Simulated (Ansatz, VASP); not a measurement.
**Two plane-wave programs on RbCu**

Contents of INCAR:

```
SYSTEM = RbCu
ALGO = Normal
EDIFF = 1E-7
ENCUT = 520
GGA = PE
ISIF = 2
ISMEAR = 0
LASPH = .True.
LCHARG = .False.
LREAL = .False.
LWAVE = .False.
NBANDS = 17
NELM = 80
PREC = Accurate
SIGMA = 0.1
```

KPOINTS

```
k-points
0
Gamma
  6 6 6
  0 0 0
```

POSCAR

```
RbCu
1.0
    0.0000000000      2.7116539900      2.7116539900
    2.7116539900      0.0000000000      2.7116539900
    2.7116539900      2.7116539900      0.0000000000
Rb Cu
1 1
Direct
    0.5000000000      0.5000000000      0.5000000000
    0.0000000000      0.0000000000      0.0000000000
```

Input for Ansatz:

```yaml
crystal:
  lattice:
    - [0.0, 2.71165399, 2.71165399]
    - [2.71165399, 0.0, 2.71165399]
    - [2.71165399, 2.71165399, 0.0]
  atoms:
    - { symbol: Rb, position: [0.5, 0.5, 0.5] }
    - { symbol: Cu, position: [0.0, 0.0, 0.0] }
basis:
  ecutwfc: 420
kpoints:
  mp_grid: { grid: [6, 6, 6] }
hamiltonian:
  xc: pbe
scf:
  occupations: { method: gaussian, width: 0.1 }
  lower_state_search: "off"
output:
  forces: true
  stress: true
  eigenvalues: true
```

Alike in both runs: task single point; functional PBE; k mesh 6 × 6 × 6; occupations gaussian, width 0.1 eV; no spin polarisation.

|  | VASP | Ansatz |
| --- | --- | --- |
| version | VASP 6.6.1 | Ansatz 0.2.0 |
| potentials or method | VASP PAW PBE potentials, release 64 (Rb_sv, Cu), cutoff 520 eV | scalar-relativistic, plane waves, PAW |
| valence electrons in the cell | 20 | 28 |

|  | VASP | Ansatz | Ansatz less VASP |
| --- | --- | --- | --- |
| gap on the k mesh at the Fermi level (eV) | 1.17 | 1.17 | +0.003 |
| least direct gap on the mesh (eV) | 1.17 | 1.17 | +0.003 |

VASP's potentials hold 20 valence electrons a cell and Ansatz's 28, so a difference there can come from the potentials and not from the codes.
